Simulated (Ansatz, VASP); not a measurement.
One calculation of Hf, two programs

```
CELL_PARAMETERS angstrom
3.43645 0.00000 0.00000
-1.71823 2.97605 0.00000
0.00000 0.00000 5.05780
ATOMIC_POSITIONS crystal
Hf 0.33333 0.66667 0.25000
Hf 0.66667 0.33333 0.75000
```

Change from the starting cell: strain +0.0750 x Voigt [1, 1, 0, 0, 0, 0], atoms carried along.

Alike in both runs: task single point; functional PBE; k mesh 18 × 18 × 10; occupations gaussian, width 0.15 eV; no spin polarisation.

|  | VASP | Ansatz |
| --- | --- | --- |
| version | VASP 6.6.1 | Ansatz 0.2.0 |
| potentials or method | VASP PAW PBE potentials, release 64 (Hf_pv), cutoff 520 eV | scalar-relativistic, plane waves, PAW |
| valence electrons in the cell | 20 | 52 |

```tsv
	VASP	Ansatz	Ansatz less VASP
gap on the k mesh at the Fermi level (eV)	none	none	-
pressure (GPa)	-11.6	-11.3	+0.36
traceless stress, the component that is largest in VASP (GPa)	3.95	4.03	+0.072
```

A gap of «none» marks a metal or a gap that the smearing closes. With one functional, cell and mesh, what is left measures potentials, basis and numerics. VASP's potentials hold 20 valence electrons a cell and Ansatz's 52, so a difference there can come from the potentials and not from the codes.

Spin-orbit coupling is off throughout.
